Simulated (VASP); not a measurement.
The system is CaB2.

```
Ca B
1.0
     3.22643    0.00000    0.00000
    -1.61322    2.79417    0.00000
     0.00000    0.00000    4.06739
Ca B
1 2
Direct
  0.00000 0.00000 0.00000
  0.33333 0.66667 0.50000
  0.66667 0.33333 0.50000
```

Program: VASP 6.6.1. Alike in all runs: task single point; level PBE; potentials or basis VASP PAW PBE potentials, release 64 (Ca_sv, B); no spin polarisation; cell as given; cutoff (eV) 500.

Question: Order these runs on this cell by their pressure, lowest first.
A. k mesh 2 × 5 × 1; smearing gaussian 0.1 eV
B. k mesh 1 × 1 × 5; smearing fermi-dirac 0.058 eV
C. k mesh 4 × 4 × 3; smearing gaussian 0.1 eV
D. k mesh 6 × 1 × 1; smearing gaussian 0.1 eV

Answer: A (-4.1 GPa), C (-0.7 GPa), D (6.9 GPa), B (30.7 GPa).

Caveats: all runs use coarse meshes.
